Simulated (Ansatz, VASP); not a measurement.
# Two plane-wave programs on HfSiO4

```xyz
6
Lattice="5.5964 0.0000 0.0000 -2.7982 4.8466 0.0000 0.0000 0.0000 3.1965" Properties=species:S:1:pos:R:3 pbc="T T T"
Hf    0.0000    3.2311    0.0000
Si    2.7982    1.6155    1.5982
O     1.2616    2.5027    1.5982
O     0.0000    4.6878    1.5982
O    -1.2616    2.5027    1.5982
O     2.7982    1.6155    0.0000
```

Alike in both runs: functional PBE; k mesh 6 × 6 × 6; occupations gaussian, width 0.1 eV; no spin polarisation.

Ansatz relaxed the structure, and its values are those at the end. VASP's run is a single point on that final structure, the one shown.

|  | VASP | Ansatz |
| --- | --- | --- |
| version | VASP 6.6.1 | Ansatz 0.2.0 |
| potentials or method | VASP PAW PBE potentials, release 64 (Hf_pv, Si, O), cutoff 520 eV | scalar-relativistic, plane waves, PAW |
| valence electrons in the cell | 38 | 54 |

```csv
,VASP,Ansatz,Ansatz less VASP
gap on the k mesh at the Fermi level (eV),2.31,2.35,+0.034
least direct gap on the mesh (eV),2.62,2.66,+0.031
pressure (GPa),-0.9,0.1,+1.00
rms of the force components (eV/Å),0.072,0.002,-0.0702
```

The functional is the same, so the differences come from potentials, cutoffs and numerics. VASP's potentials hold 38 valence electrons a cell and Ansatz's 54, so a difference there can come from the potentials and not from the codes.

Spin-orbit coupling is off throughout.
